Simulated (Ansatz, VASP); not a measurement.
## BN in VASP and in Ansatz

INCAR

```
  PREC = Accurate
  ENCUT = 520
  EDIFF = 1E-7
  ISMEAR = -1
  SIGMA = 0.02
  LREAL = False
  LASPH = True
  NELM = 80
  ALGO = Normal
  ISIF = 2
  LWAVE = False
  LCHARG = False
  GGA = PE
  NBANDS = 11
```

File KPOINTS:

```
regular mesh
0
Gamma
  12 12 12
```

The input POSCAR:

```
BN
1.0
   -0.0368184392      1.7680070105      1.7680070105
    1.7680070105     -0.0368184392      1.7680070105
    1.7680070105      1.7680070105     -0.0368184392
B N
1 1
Direct
   -0.0003819355     -0.0003819355     -0.0003819355
    0.2503819355      0.2503819355      0.2503819355
```

Input for Ansatz:

```yaml
crystal:
  lattice:
    - [-0.0368184392, 1.7680070105, 1.7680070105]
    - [1.7680070105, -0.0368184392, 1.7680070105]
    - [1.7680070105, 1.7680070105, -0.0368184392]
  atoms:
    - { symbol: B, position: [-0.0003819355, -0.0003819355, -0.0003819355] }
    - { symbol: "N", position: [0.2503819355, 0.2503819355, 0.2503819355] }
kpoints:
  mp_grid: { grid: [12, 12, 12] }
  band_path:
    path:
      - [0.0, 0.0, 0.0]
      - [-0.5, -0.5, 0.0]
      - [-0.375, -0.375, 0.25]
      - [-0.375, 0.0, 0.375]
      - [0.0, 0.0, 0.5]
      - [-0.5, -0.25, 0.25]
    npoints: 1
hamiltonian:
  xc: pbe
scf:
  occupations: { method: fermi_dirac, width: 0.02 }
  n_extra_bands: 4
output:
  forces: true
  stress: true
  eigenvalues: true
```

Change from the starting cell: shear_111 strain -3.1%.

Alike in both runs: task single point; functional PBE; k mesh 12 × 12 × 12; occupations fermi-dirac, width 0.02 eV; no spin polarisation.

|  | VASP | Ansatz |
| --- | --- | --- |
| version | VASP 6.6.1 | Ansatz 0.2.0 |
| potentials or method | VASP PAW PBE potentials, release 64 (B, N) | plane waves, PAW |
| plane-wave cutoff (eV) | 520 | 420 |
| valence electrons in the cell | 8 | 8 |

```csv
,VASP,Ansatz,Ansatz less VASP
gap on the k mesh at the Fermi level (eV),4.35,4.36,+0.011
pressure (GPa),18.3,17.9,-0.39
"traceless stress, the component that is largest in VASP (GPa)",10.27,10.21,-0.065
rms of the force components (eV/Å),0.028,0.024,-0.0033
```

Atom by atom the forces differ by 0.003 eV/Å (rms over components).
